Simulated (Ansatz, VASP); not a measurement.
**Li: VASP beside Ansatz**

```
Li
1.0
     1.42325    0.75810    7.55161
    -1.67775    0.80461    7.59813
    -0.08697   -1.90419    7.61516
Li
3
Direct
  0.00000 0.00000 0.00000
  0.22200 0.22200 0.22200
  0.77800 0.77800 0.77800
```

Change from the starting cell: equal xy, yz and zx shear strains of -3 %.

Alike in both runs: task single point; functional PBEsol; k mesh 12 × 12 × 12; occupations fermi-dirac, width 0.05 eV; no spin polarisation.

|  | VASP | Ansatz |
| --- | --- | --- |
| version | VASP 6.6.1 | Ansatz 0.2.0 |
| potentials or method | VASP PAW PBE potentials, release 64 (Li_sv), cutoff 520 eV | all-electron LAPW, scalar-relativistic |

```csv
,VASP,Ansatz,Ansatz less VASP
rms of the force components (eV/Å),0.008,0.008,-0.0001
```

VASP's potentials were made for PBE, not for PBEsol. Atom by atom the forces differ by 0.000 eV/Å (rms over components). Ansatz ran all-electron here, and VASP with PAW potentials.

Noted on VASP's run: the cutoff is under 1.25 times that of the potentials, so the pressure is a little rough.
